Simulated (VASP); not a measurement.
# TiO2 (P1) in VASP: single point with PBE

Aim: the single point of TiO2 with PBE.

Program: VASP 6.6.1. These are calculated values, not measurements. Logs are shortened: lines on timing, memory, paths and dates and some standing lists are left out, and cuts for length are marked.

## Step 1: The cell of the first run

The typed cell holds 6 atoms: a = 4.489 Å, b = 4.958 Å, c = 3.070 Å, α = 92.05°, β = 88.08°, γ = 89.45°.

## Step 2: Single point, PBE (atoms moved at random and the cell strained at random)

Contents of INCAR:

```
PREC = Accurate ; ENCUT = 520
EDIFF = 1E-7 ; ISMEAR = 0
SIGMA = 0.05 ; LREAL = False
LASPH = True ; NELM = 100
ALGO = Normal ; ISIF = 2
LWAVE = False ; LCHARG = True
GGA = PE ; LELF = True
LVHAR = True ; NBANDS = 33
```

Contents of KPOINTS:

```
Automatic mesh
0
Gamma
  6 6 8
```

Contents of POSCAR:

```
TiO2
1.0
    4.4878074674      0.0234423812      0.0780306846
    0.0234423812      4.9569018716     -0.0875281074
    0.0498129739     -0.0558759077      3.0686738474
Ti O
2 4
Direct
    0.0005876300     -0.0007768495     -0.0174863095
    0.4985892106      0.4997834781      0.5014129253
    0.2928115495      0.3550692547      0.0300437201
    0.1876474541      0.7803511888      0.5022679875
    0.6838366858      0.6890318609     -0.0399132569
    0.8365274700      0.1765410671      0.5236749335
```

Potentials or basis: VASP PAW PBE potentials, release 64 (Ti_sv, O).

Run with:

```bash
> cat potpaw_PBE.64/Ti_sv/POTCAR potpaw_PBE.64/O/POTCAR > POTCAR
> mpirun -np 1 vasp_std > vasp.out
```

OUTCAR:

```text
PREC = Accurate
   ENCUT = 520
   EDIFF = 1E-7
   ISMEAR = 0
   LREAL = False
   LASPH = True
   NELM = 100
   ISIF = 2
   GGA = PE

 ion  position               nearest neighbor table
   1  0.001  0.999  0.983-   6 1.86   4 1.96   6 1.97   5 2.11   4 2.15   3 2.21
   2  0.499  0.500  0.501-   3 1.87   5 1.88   4 1.96   3 2.00   5 2.09   6 2.20
   3  0.293  0.355  0.030-   2 1.87   2 2.00   1 2.21
   4  0.188  0.780  0.502-   1 1.96   2 1.96   1 2.15
   5  0.684  0.689  0.960-   2 1.88   2 2.09   1 2.11
   6  0.837  0.177  0.524-   1 1.86   1 1.97   2 2.20

  LATTYP: Found a triclinic cell.
 ALAT       =     4.4885470029
 B/A-ratio  =     2.3450702699
 C/A-ratio  =     2.0237544853
 COS(alpha) =     0.0010787568
 COS(beta)  =     0.5220409520
 COS(gamma) =     0.8385392140

  Lattice vectors:

 A1 = (  -4.4878074674,  -0.0234423812,  -0.0780306846)
 A2 = (  -8.9023595797,   4.8541412015,   2.8250843708)
 A3 = (  -4.6108757964,  -4.8685924374,  -6.1278502720)

Analysis of symmetry for initial positions (statically):
=====================================================================
 Subroutine PRICEL returns:
 Original cell was already a primitive cell.

 Routine SETGRP: Setting up the symmetry group for a
 triclinic supercell.

 Subroutine GETGRP returns: Found  1 space group operations
 (whereof  1 operations were pure point group operations)
 out of a pool of  2 trial point group operations.

The static configuration has the point symmetry C_1 .

Analysis of symmetry for dynamics (positions and initial velocities):
=====================================================================
 Subroutine PRICEL returns:
 Original cell was already a primitive cell.

 Routine SETGRP: Setting up the symmetry group for a
 triclinic supercell.

 Subroutine GETGRP returns: Found  1 space group operations
 (whereof  1 operations were pure point group operations)
 out of a pool of  2 trial point group operations.

The dynamic configuration has the point symmetry C_1 .

 Subroutine INISYM returns: Found  1 space group operations
 (whereof  1 operations are pure point group operations),
 and found     1 'primitive' translations

----------------------------------------------------------------------------------------

                                     Primitive cell

  volume of cell :      68.2214

  direct lattice vectors                    reciprocal lattice vectors
     4.487807467  0.023442381  0.078030685     0.222895065 -0.001118373 -0.003638561
     0.023442381  4.956901872 -0.087528107    -0.001118373  0.201809410  0.003692798
     0.049812974 -0.055875908  3.068673847    -0.005699708  0.005784669  0.326071519

  length of vectors
     4.488547003  4.957730013  3.069586720     0.222927566  0.201846291  0.326172630

  position of ions in fractional coordinates (direct lattice)
     0.000587630  0.999223151  0.982513690
     0.498589211  0.499783478  0.501412925
     0.292811550  0.355069255  0.030043720
     0.187647454  0.780351189  0.502267987
     0.683836686  0.689031861  0.960086743
     0.836527470  0.176541067  0.523674933

  ion indices of the primitive-cell ions
   primitive index   ion index
                 1           1
                 2           2
                 3           3
                 4           4
                 5           5
                 6           6

----------------------------------------------------------------------------------------

 KPOINTS: Automatic mesh

Automatic generation of k-mesh.
 Grid dimensions read from file:
 generate k-points for:    6    6    8

 Generating k-lattice:

  Cartesian coordinates                     Fractional coordinates (reciprocal lattice)
     0.037149177 -0.000186396 -0.000606427     0.166666667  0.000000000  0.000000000
    -0.000186396  0.033634902  0.000615466     0.000000000  0.166666667  0.000000000
    -0.000712463  0.000723084  0.040758940     0.000000000 -0.000000000  0.125000000

  Length of vectors
     0.037154594  0.033641049  0.040771579

  Shift w.r.t. Gamma in fractional coordinates (k-lattice)
     0.000000000  0.000000000  0.000000000

 Subroutine IBZKPT returns following result:
 ===========================================

 Found    148 irreducible k-points:

 Following reciprocal coordinates:
            Coordinates               Weight
  0.000000  0.000000  0.000000      1.000000
  0.166667  0.000000 -0.000000      2.000000
  0.333333  0.000000 -0.000000      2.000000
  0.500000  0.000000 -0.000000      1.000000
  0.000000  0.166667 -0.000000      2.000000
  0.166667  0.166667 -0.000000      2.000000
[... 16 lines left out ...]
  0.333333 -0.000000  0.125000      2.000000
  0.500000 -0.000000  0.125000      2.000000
 [... further k-points ...]
   k-points           NKPTS =    148   k-points in BZ     NKDIM =    148   number of bands    NBANDS=     33
   number of dos      NEDOS =    301   number of ions     NIONS =      6
   total plane-waves  NPLWV =  34560
   dimension x,y,z NGX =    36 NGY =   40 NGZ =   24
   dimension x,y,z NGXF=    72 NGYF=   80 NGZF=   48
   ions per type =               2   4
   NGX,Y,Z   is equivalent  to a cutoff of  13.33, 13.41, 13.00 a.u.
   NGXF,Y,Z  is equivalent  to a cutoff of  26.67, 26.83, 26.00 a.u.
 SYSTEM =  unknown system
   PREC   = accura    normal or accurate (medium, high low for compatibility)
   ISTART =      0    job   : 0-new  1-cont  2-samecut
   ICHARG =      2    charge: 1-file 2-atom 10-const
   ISPIN  =      1    spin polarized calculation?
   LNONCOLLINEAR =      F non collinear calculations
   LSORBIT =      F    spin-orbit coupling
   LASPH  =      T    aspherical Exc in radial PAW
   ENCUT  =  520.0 eV  38.22 Ry    6.18 a.u.   8.35  9.22  5.71*2*pi/ulx,y,z
   NELM   =    100;   NELMIN=  2; NELMDL= -5     # of ELM steps
   EDIFF  = 0.1E-06   stopping-criterion for ELM
   LREAL  =      F    real-space projection
   EDIFFG = 0.1E-05   stopping-criterion for IOM
   NSW    =      0    number of steps for IOM
   IBRION =     -1    ionic relax: 0-MD 1-quasi-New 2-CG
   NFREE  =      0    steps in history (QN), initial steepest desc. (CG)
   ISIF   =      2    stress and relaxation
   ISYM   =      2    0-nonsym 1-usesym 2-fastsym
   POTIM  = 0.5000    time-step for ionic-motion
   TEBEG  =    0.0;   TEEND  =   0.0 temperature during run
   PSTRESS=    0.0 pullay stress
   NELECT =      48.0000    total number of electrons
   NUPDOWN=      -1.0000    fix difference up-down
   EMIN   =  10.00;   EMAX   =-10.00  energy-range for DOS
   EFERMI =   0.00;   METHOD = LEGACY
   ISMEAR =     0;   SIGMA  =   0.05  broadening in eV -4-tet -1-fermi 0-gaus
   EFERMI_NEDOS =   21; number of points for ismear=-14 and -15
   IALGO  =     38    algorithm
   IMIX   =      4    mixing-type and parameters
     AMIX     =   0.40;   BMIX     =  1.00
     AMIX_MAG =   1.60;   BMIX_MAG =  1.00
  volume/ion in A,a.u.               =      11.37        76.73
  Fermi-wavevector in a.u.,A,eV,Ry     =   1.456068  2.751569 28.846166  2.120133
  Thomas-Fermi vector in A             =   2.573029
   LORBIT       =      0    0 simple, 1 ext, 2 COOP (PROOUT), +10 PAW based schemes
   GGA     = PE    functional components
   LHFCALC =     F    Hartree Fock is set to
   AEXX    =    0.0000 exact exchange contribution
   IVDW    =     0    specifies the selected vdW correction
   LEPSILON=     F    determine dielectric tensor
   LRPA    =     F    only Hartree local field effects (RPA)
 non-spin polarized calculation
 Gauss-broadening in eV      SIGMA  =   0.05
  energy-cutoff  :      520.00
  volume of cell :       68.22
 maximum number of plane-waves:      1852
 NGX is ok and might be reduce to    36
   NGX = 17   NGY = 19   NGZ = 11

 number of electron      47.9999998 magnetization

 Free energy of the ion-electron system (eV)
  ---------------------------------------------------
  ext. energy  EPLUGINS =         0.00000000
  ---------------------------------------------------
  free energy    TOTEN  =       -52.74919281 eV

  energy without entropy =      -52.74919281  energy(sigma->0) =      -52.74919281

 E-fermi :   4.4463     XC(G=0): -10.9108

 val. band max:        4.0506702526   @ k =   0.0000   0.0000   0.0000
 cond. band min:       5.7892055730   @ k =  -0.0000   0.5000   0.5000
 fundamental gap:      1.7385353204
 Fermi energy:         4.4462935716

 k-point     1 :       0.0000    0.0000    0.0000
  band No.  band energies     occupation
      1     -53.1888      2.00000
      2     -52.8454      2.00000
      3     -29.4529      2.00000
      4     -29.3378      2.00000
      5     -29.2864      2.00000
      6     -29.1002      2.00000
[... 25 lines left out ...]
     32      10.1418      0.00000
     33      10.3239      0.00000

 k-point     2 :       0.1667    0.0000   -0.0000
  band No.  band energies     occupation
      1     -53.1888      2.00000
      2     -52.8454      2.00000
      3     -29.4518      2.00000
      4     -29.3357      2.00000
      5     -29.2861      2.00000
      6     -29.1028      2.00000
[... 25 lines left out ...]
     32      10.0709      0.00000
     33      10.2735      0.00000

 k-point     3 :       0.3333    0.0000   -0.0000
  band No.  band energies     occupation
      1     -53.1887      2.00000
      2     -52.8454      2.00000
      3     -29.4498      2.00000
      4     -29.3314      2.00000
      5     -29.2852      2.00000
      6     -29.1081      2.00000
[... 25 lines left out ...]
     32       9.8179      0.00000
     33      10.1349      0.00000

 k-point     4 :       0.5000    0.0000   -0.0000
  band No.  band energies     occupation
      1     -53.1887      2.00000
      2     -52.8454      2.00000
      3     -29.4488      2.00000
      4     -29.3292      2.00000
      5     -29.2848      2.00000
      6     -29.1109      2.00000
[... 25 lines left out ...]
     32       9.4509      0.00000
     33      10.0596      0.00000

 k-point     5 :       0.0000    0.1667   -0.0000
  band No.  band energies     occupation
      1     -53.1888      2.00000
      2     -52.8454      2.00000
      3     -29.4514      2.00000
      4     -29.3357      2.00000
      5     -29.2861      2.00000
      6     -29.1025      2.00000
[... 604 lines left out ...]
 k-point    22 :       0.1667   -0.0000    0.1250
  band No.  band energies     occupation
      1     -53.1850      2.00000
      2     -52.8414      2.00000
      3     -29.4444      2.00000
      4     -29.3416      2.00000
      5     -29.3228      2.00000
      6     -29.0947      2.00000
[... 25 lines left out ...]
     32       9.8227      0.00000
     33      10.0680      0.00000

 k-point    23 :       0.3333   -0.0000    0.1250
  band No.  band energies     occupation
      1     -53.1849      2.00000
      2     -52.8414      2.00000
      3     -29.4429      2.00000
      4     -29.3413      2.00000
      5     -29.3195      2.00000
      6     -29.0992      2.00000
[... 25 lines left out ...]
     32       9.5482      0.00000
     33       9.9537      0.00000

 k-point    24 :       0.5000   -0.0000    0.1250
  band No.  band energies     occupation
      1     -53.1849      2.00000
      2     -52.8414      2.00000
      3     -29.4422      2.00000
      4     -29.3409      2.00000
      5     -29.3180      2.00000
      6     -29.1006      2.00000
[... 25 lines left out ...]
     32       9.1923      0.00000
     33       9.8621      0.00000

 [... further k-points ...]

------------------------ aborting loop because EDIFF is reached ----------------------------------------

  FORCE on cell =-STRESS in cart. coord.  units (eV):
  Direction    XX          YY          ZZ          XY          YZ          ZX
  --------------------------------------------------------------------------------------
  -------------------------------------------------------------------------------------
  Total        0.6570147     -3.5943744     -4.4806422     -0.2318188      1.6924828      0.0360164
  in kB       15.4299584    -84.4137041   -105.2276571     -5.4442533     39.7478729      0.8458424
  external PRESSURE =     -58.0704676 kB  Pullay stress =       0.0000000 kB

 VOLUME and BASIS-vectors are now :
 -----------------------------------------------------------------------------
  energy-cutoff  :      520.00
  volume of cell :       68.22
      direct lattice vectors                 reciprocal lattice vectors
     4.487807467  0.023442381  0.078030685     0.222895065 -0.001118373 -0.003638561
     0.023442381  4.956901872 -0.087528107    -0.001118373  0.201809410  0.003692798
     0.049812974 -0.055875908  3.068673847    -0.005699708  0.005784669  0.326071519

 POSITION                                       TOTAL-FORCE (eV/Angst)
 -----------------------------------------------------------------------------------
      0.07500      4.89817      2.92760         0.070134     -1.026749     -0.269759
      2.27427      2.46105      1.53383        -0.431170      0.715990      0.345635
      1.32390      1.76523      0.08396        -0.147899     -2.418917     -1.261371
      0.88544      3.84446      1.48764         0.307558      1.307260      0.307076
      3.13290      3.37785      2.93924         1.316858      1.101394      1.138178
      3.78440      0.86545      1.65681        -1.115482      0.321021     -0.259759
 -----------------------------------------------------------------------------------
    total drift:                                0.000057      0.000262     -0.000894

  FREE ENERGIE OF THE ION-ELECTRON SYSTEM (eV)
  ---------------------------------------------------
  free  energy   TOTEN  =       -52.7491928147 eV

  energy  without entropy=      -52.7491928147  energy(sigma->0) =      -52.74919281
```

Wall time 2.5 min (1 thread of Intel Xeon Platinum 8559C (Emerald Rapids), shared host); peak memory 0.36 GiB.

Results:

| Quantity | Value |
| --- | --- |
| Free energy | -52.7492 eV |
| Pressure | -5.8 GPa |
| Largest force | 2.732 eV/Å |
| Band gap on the k mesh | 1.74 eV, indirect (least direct gap 2.06 eV) |

Forces in eV/Å, atoms in the order of the input:
```
Ti   0.070 -1.027 -0.270
Ti  -0.431  0.716  0.346
O   -0.148 -2.419 -1.261
O    0.308  1.307  0.307
O    1.317  1.101  1.138
O   -1.115  0.321 -0.260
```

Stress tensor (GPa, compression positive):
```
  1.54  -0.54   0.08
 -0.54  -8.44   3.97
  0.08   3.97 -10.52
```

Levels at points of the mesh, in eV from the valence-band top:
| k point | band 21 | band 22 | band 23 | band 24 | band 25 | band 26 | band 27 | band 28 |
| --- | --- | --- | --- | --- | --- | --- | --- | --- |
| (0.00, 0.00, 0.00) | -0.71 | -0.60 | -0.42 | 0.00 | 2.06 | 2.17 | 2.27 | 2.44 |
| (0.50, 0.00, 0.00) | -1.75 | -1.33 | -1.09 | -0.67 | 2.37 | 2.41 | 2.71 | 2.92 |
| (0.00, 0.50, 0.00) | -1.83 | -1.12 | -0.95 | -0.31 | 2.28 | 2.45 | 2.76 | 2.93 |
| (0.50, 0.50, 0.00) | -1.41 | -1.18 | -0.92 | -0.63 | 2.06 | 2.12 | 2.28 | 2.50 |
| (0.00, 0.00, 0.50) | -2.11 | -1.62 | -1.47 | -1.20 | 2.17 | 2.55 | 2.79 | 2.89 |
| (0.50, 0.00, 0.50) | -2.05 | -1.57 | -0.81 | -0.55 | 1.78 | 2.01 | 2.64 | 2.87 |
| (0.00, 0.50, 0.50) | -2.07 | -1.82 | -1.21 | -1.04 | 1.74 | 1.83 | 2.61 | 2.89 |
| (0.50, 0.50, 0.50) | -1.43 | -0.95 | -0.70 | -0.57 | 2.04 | 2.42 | 2.65 | 2.92 |

Caveat: the cell differs from its parent crystal (atoms moved at random and the cell strained at random); forces of over 1 eV/Å act on the atoms, so gaps and moduli don't describe the material at rest. A k mesh can miss the band edges.
